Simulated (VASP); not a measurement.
# CaSe (Fm-3m) in VASP: single point with PBE

Aim: the single point of CaSe with PBE.

Everything below comes from runs of VASP 6.6.1. Logs are shortened: lines on timing, memory, paths and dates and some standing lists are left out, and cuts for length are marked.

### Step 1. The cell of the first run

Symmetry: Fm-3m, No. 225, cubic system. The conventional cell has a = 5.912 Å, b = 5.912 Å, c = 5.912 Å, α = 90.00°, β = 90.00°, γ = 90.00°. Within 3.9 Å of Ca (site symmetry m-3m) lie 6 Se at 2.96 Å. Within 3.9 Å of Se (site symmetry m-3m) lie 6 Ca at 2.96 Å.

### Step 2. Single point, PBE

The input, INCAR:

```
PREC     = Accurate       # precision mode
ENCUT    = 500            # plane-wave cutoff, eV
EDIFF    = 1E-6           # SCF threshold, eV
ISMEAR   = -5             # smearing method
SIGMA    = 0.1            # smearing width, eV
LREAL    = F              # projectors in reciprocal space
LASPH    = T              # aspherical terms in the spheres
NELM     = 120            # most SCF steps
ALGO     = Normal         # electronic algorithm
ISIF     = 2              # what is computed and relaxed
LWAVE    = F              # write WAVECAR
LCHARG   = T              # write CHGCAR
GGA      = PE             # functional
LELF     = T              # ELF
LVHAR    = T            
NBANDS   = 15             # bands
GGA_COMPAT= F
```

The input, KPOINTS:

```
regular mesh
0
Gamma
  7 7 7
```

The input, POSCAR:

```
CaSe
1.0
    0.0000000000      2.9560000000      2.9560000000
    2.9560000000      0.0000000000      2.9560000000
    2.9560000000      2.9560000000      0.0000000000
Ca Se
1 1
Direct
    0.0000000000      0.0000000000      0.0000000000
    0.5000000000      0.5000000000      0.5000000000
```

Potentials or basis: VASP PAW PBE potentials, release 64 (Ca_sv, Se).

Launch:

```sh
$ cat potpaw_PBE.64/Ca_sv/POTCAR potpaw_PBE.64/Se/POTCAR > POTCAR
$ mpirun -np 1 vasp_std > vasp.out
```

OUTCAR:

```text
PREC = Accurate
   ENCUT = 500
   EDIFF = 1E-6
   ISMEAR = -5
   LREAL = F
   LASPH = T
   NELM = 120
   ISIF = 2
   GGA = PE

 ion  position               nearest neighbor table
   1  0.000  0.000  0.000-   2 2.96   2 2.96   2 2.96   2 2.96   2 2.96   2 2.96
   2  0.500  0.500  0.500-   1 2.96   1 2.96   1 2.96   1 2.96   1 2.96   1 2.96

  LATTYP: Found a face centered cubic cell.
 ALAT       =     5.9120000000

  Lattice vectors:

 A1 = (   0.0000000000,   2.9560000000,   2.9560000000)
 A2 = (   2.9560000000,   0.0000000000,   2.9560000000)
 A3 = (   2.9560000000,   2.9560000000,   0.0000000000)

Analysis of symmetry for initial positions (statically):
=====================================================================
 Subroutine PRICEL returns:
 Original cell was already a primitive cell.

 Routine SETGRP: Setting up the symmetry group for a
 face centered cubic supercell.

 Subroutine GETGRP returns: Found 48 space group operations
 (whereof 48 operations were pure point group operations)
 out of a pool of 48 trial point group operations.

The static configuration has the point symmetry O_h .

Analysis of symmetry for dynamics (positions and initial velocities):
=====================================================================
 Subroutine PRICEL returns:
 Original cell was already a primitive cell.

 Routine SETGRP: Setting up the symmetry group for a
 face centered cubic supercell.

 Subroutine GETGRP returns: Found 48 space group operations
 (whereof 48 operations were pure point group operations)
 out of a pool of 48 trial point group operations.

The dynamic configuration has the point symmetry O_h .

 Subroutine INISYM returns: Found 48 space group operations
 (whereof 48 operations are pure point group operations),
 and found     1 'primitive' translations

----------------------------------------------------------------------------------------

                                     Primitive cell

  volume of cell :      51.6587

  direct lattice vectors                    reciprocal lattice vectors
     0.000000000  2.956000000  2.956000000    -0.169147497  0.169147497  0.169147497
     2.956000000  0.000000000  2.956000000     0.169147497 -0.169147497  0.169147497
     2.956000000  2.956000000  0.000000000     0.169147497  0.169147497 -0.169147497

  length of vectors
     4.180415290  4.180415290  4.180415290     0.292972058  0.292972058  0.292972058

  position of ions in fractional coordinates (direct lattice)
     0.000000000  0.000000000  0.000000000
[... 85 lines left out ...]
   PSTRESS=    0.0 pullay stress
   NELECT =      16.0000    total number of electrons
   NUPDOWN=      -1.0000    fix difference up-down
   EMIN   =  10.00;   EMAX   =-10.00  energy-range for DOS
   EFERMI =   0.00;   METHOD = LEGACY
   ISMEAR =    -5;   SIGMA  =   0.10  broadening in eV -4-tet -1-fermi 0-gaus
   EFERMI_NEDOS =   21; number of points for ismear=-14 and -15
   IALGO  =     38    algorithm
   IMIX   =      4    mixing-type and parameters
     AMIX     =   0.40;   BMIX     =  1.00
     AMIX_MAG =   1.60;   BMIX_MAG =  1.00
  volume/ion in A,a.u.               =      25.83       174.30
  Fermi-wavevector in a.u.,A,eV,Ry     =   1.107645  2.093145 16.692666  1.226876
  Thomas-Fermi vector in A             =   2.244161
   LORBIT       =      0    0 simple, 1 ext, 2 COOP (PROOUT), +10 PAW based schemes
   GGA     = PE    functional components
   LHFCALC =     F    Hartree Fock is set to
   AEXX    =    0.0000 exact exchange contribution
   IVDW    =     0    specifies the selected vdW correction
   LEPSILON=     F    determine dielectric tensor
   LRPA    =     F    only Hartree local field effects (RPA)
 non-spin polarized calculation
 Fermi weights with tetrahedron method with Bloechl corrections
  energy-cutoff  :      500.00
  volume of cell :       51.66
 maximum number of plane-waves:      1363
   NGX = 15   NGY = 15   NGZ = 15

 number of electron      15.9999998 magnetization

 Free energy of the ion-electron system (eV)
  ---------------------------------------------------
  ext. energy  EPLUGINS =         0.00000000
  ---------------------------------------------------
  free energy    TOTEN  =        -9.47963267 eV

  energy without entropy =       -9.47963267  energy(sigma->0) =       -9.47963267

 E-fermi :   2.4928     XC(G=0):  -9.1622

 val. band max:        2.4583962759   @ k =   0.0000   0.0000   0.0000
 cond. band min:       4.5393524190   @ k =   0.4286   0.4286   0.0000
 fundamental gap:      2.0809561432
 Fermi energy:         2.4927825991

 k-point     1 :       0.0000    0.0000    0.0000
  band No.  band energies     occupation
      1     -37.2862      2.00000
      2     -18.2804      2.00000
      3     -18.2804      2.00000
      4     -18.2804      2.00000
      5      -9.3462      2.00000
      6       2.4584      2.00000
      7       2.4584      2.00000
      8       2.4584      2.00000
      9       5.8087      0.00000
     10       6.1638      0.00000
     11       6.1638      0.00000
     12       6.1638      0.00000
     13       6.7343      0.00000
     14       6.7343      0.00000
[... 329 lines left out ...]
      2     -18.3430      2.00000
      3     -18.3419      2.00000
      4     -18.3104      2.00000
      5      -8.6737      2.00000
      6       0.3144      2.00000
      7       0.3701      2.00000
      8       1.0572      2.00000
      9       6.4361      0.00000
     10       7.3363      0.00000
     11       7.9085      0.00000
     12       8.2892      0.00000
     13       8.4399      0.00000
     14      10.3478      0.00000
     15      11.6227      0.00000

------------------------ aborting loop because EDIFF is reached ----------------------------------------

  FORCE on cell =-STRESS in cart. coord.  units (eV):
  Direction    XX          YY          ZZ          XY          YZ          ZX
  --------------------------------------------------------------------------------------
  -------------------------------------------------------------------------------------
  Total        0.4339447      0.4339447      0.4339447     -0.0000000     -0.0000000      0.0000000
  in kB       13.4586566     13.4586566     13.4586566     -0.0000000     -0.0000000      0.0000000
  external PRESSURE =      13.4586566 kB  Pullay stress =       0.0000000 kB

 VOLUME and BASIS-vectors are now :
 -----------------------------------------------------------------------------
  energy-cutoff  :      500.00
  volume of cell :       51.66
      direct lattice vectors                 reciprocal lattice vectors
     0.000000000  2.956000000  2.956000000    -0.169147497  0.169147497  0.169147497
     2.956000000  0.000000000  2.956000000     0.169147497 -0.169147497  0.169147497
     2.956000000  2.956000000  0.000000000     0.169147497  0.169147497 -0.169147497

 POSITION                                       TOTAL-FORCE (eV/Angst)
 -----------------------------------------------------------------------------------
      0.00000      0.00000      0.00000         0.000000     -0.000000     -0.000000
      2.95600      2.95600      2.95600        -0.000000      0.000000      0.000000
 -----------------------------------------------------------------------------------
    total drift:                               -0.000000      0.000000      0.000000

  FREE ENERGIE OF THE ION-ELECTRON SYSTEM (eV)
  ---------------------------------------------------
  free  energy   TOTEN  =        -9.4796326679 eV

  energy  without entropy=       -9.4796326679  energy(sigma->0) =       -9.47963267
```

OSZICAR:

```text
N       E                     dE             d eps       ncg     rms          rms(c)
DAV:   1     0.104829624645E+03    0.10483E+03   -0.73610E+03   600   0.960E+02
DAV:   2    -0.516455975163E+01   -0.10999E+03   -0.10523E+03   726   0.241E+02
DAV:   3    -0.940655986370E+01   -0.42420E+01   -0.42062E+01   805   0.449E+01
DAV:   4    -0.961929192204E+01   -0.21273E+00   -0.21265E+00   807   0.843E+00
DAV:   5    -0.962080184140E+01   -0.15099E-02   -0.15097E-02   819   0.791E-01    0.425E+00
DAV:   6    -0.948345020954E+01    0.13735E+00   -0.18209E-01   670   0.226E+00    0.253E+00
DAV:   7    -0.947563720533E+01    0.78130E-02   -0.98019E-02   794   0.198E+00    0.807E-01
DAV:   8    -0.947939783316E+01   -0.37606E-02   -0.11136E-02   635   0.817E-01    0.110E-01
DAV:   9    -0.947950704466E+01   -0.10921E-03   -0.59190E-04   804   0.249E-01    0.462E-02
DAV:  10    -0.947961425228E+01   -0.10721E-03   -0.13558E-04   656   0.721E-02    0.163E-02
DAV:  11    -0.947963417707E+01   -0.19925E-04   -0.47232E-05   726   0.608E-02    0.890E-03
DAV:  12    -0.947963316107E+01    0.10160E-05   -0.21434E-06   727   0.121E-02    0.451E-03
DAV:  13    -0.947963266787E+01    0.49320E-06   -0.85916E-07   475   0.627E-03
   1 F= -.94796327E+01 E0= -.94796327E+01  d E =0.000000E+00
```

stdout:

```text
POSCAR found type information on POSCAR CaSe
 POSCAR found :  2 types and       2 ions
 scaLAPACK will be used
 LDA part: xc-table for (Slater+PW92), standard interpolation
 POSCAR, INCAR and KPOINTS ok, starting setup
 FFT: planning ... GRIDC
 FFT: planning ... GRID_SOFT
 FFT: planning ... GRID
 WAVECAR not read
 entering main loop
```

It took 31 s on 1 thread of Intel Xeon 8259CL, shared host; peak memory 0.17 GiB.

What came out:

```
Free energy            : -9.4796 eV
Pressure               : 1.3 GPa
Band gap on the k mesh : 2.08 eV (least direct gap 2.99 eV)
```

Caveat: an odd mesh through Γ misses points on the zone boundary, where band edges can lie.
